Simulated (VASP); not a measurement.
Wanted: the native input for a VASP 6.6.1 run.

* Task: single point
* Functional: PBE
* Potentials or basis: VASP PAW PBE potentials, release 64 (Se)
* Cutoff: 520 eV
* k mesh: 6 × 6 × 5
* Occupations: fermi-dirac, width 0.03 eV
* Spin: no spin polarisation
* Dipole correction: no
* Further INCAR settings: ALGO = Normal; EDIFF = 1e-07; NBANDS = 16

The structure of Se lies in POSCAR:

```
Se
1.0
    4.2788759499      0.0000000000      0.0000000000
   -2.1394379750      3.7056152723      0.0000000000
    0.0000000000      0.0000000000      4.9536000000
Se
3
Direct
    0.2254000000      0.0000000000      0.3333333333
    0.0000000000      0.2254000000      0.6666666667
    0.7746000000      0.7746000000      0.0000000000
```

This cell differs from its parent crystal: equal xx and yy strain of -2 %.

The input as run:

INCAR

```
SYSTEM = Se
  ALGO = Normal
  EDIFF = 1E-7
  ENCUT = 520
  GGA = PE
  ISIF = 2
  ISMEAR = -1
  LASPH = .TRUE.
  LCHARG = .TRUE.
  LELF = .TRUE.
  LREAL = .FALSE.
  LVHAR = .TRUE.
  LWAVE = .FALSE.
  NBANDS = 16
  NELM = 80
  PREC = Accurate
  SIGMA = 0.03
```

KPOINTS

```
k-points
0
G
  6 6 5
  0 0 0
```

Potentials or basis: VASP PAW PBE potentials, release 64 (Se).

Run with:

```sh
$ cat potpaw_PBE.64/Se/POTCAR > POTCAR
$ mpirun -np 1 vasp_std > vasp.out
```

Results of the run:

The pressure is 5.1 GPa and the largest force is 0.833 eV/Å. The band gap on the k mesh is 1.32 eV, indirect (least direct gap 1.42 eV).

Caveat: the cell differs from its parent crystal (equal xx and yy strain of -2 %).

Run time: 27 s on 1 thread of Intel(R) Xeon(R) Platinum 8375C CPU @ 2.90GHz (Ice Lake), with other jobs on the host, peak memory 0.19 GiB.
